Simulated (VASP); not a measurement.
Crystal: MgO.

```
CELL_PARAMETERS angstrom
0.00000 2.13813 2.13813
2.13813 0.00000 2.13813
2.13813 2.13813 0.00000
ATOMIC_POSITIONS crystal
Mg 0.00000 0.00000 0.00000
O 0.50000 0.50000 0.50000
```

Base run:

| Item | Value |
| --- | --- |
| Program | VASP 6.6.1 |
| Functional | r2SCAN |
| Potentials or basis | VASP PAW PBE potentials, release 64 (Mg, O) |
| Cutoff | 520 eV |
| k mesh | 11 × 11 × 11 |
| Occupations | fermi-dirac, width 0.05 eV |
| Spin | no spin polarisation |

Its results: band gap on the k mesh 5.16 eV, direct; pressure -8.7 GPa.

Question: The run is repeated on the same cell with these changes: potentials or basis from VASP PAW PBE potentials, release 64 (Mg, O) to VASP PAW PBE potentials, release 64 (Mg_sv, O); cutoff from 520 eV to 660 eV; further incar settings from ALGO = Normal; EDIFF = 1e-06; NBANDS = 11 to ALGO = Normal; EDIFF = 1e-06; NBANDS = 15; valence electrons from 8 to 16. What comes out?

Answer: Band gap on the k mesh 5.21 eV, direct; pressure -7.8 GPa.

Caveats: the PAW data sets were made with another functional, which shifts forces and pressure a little.

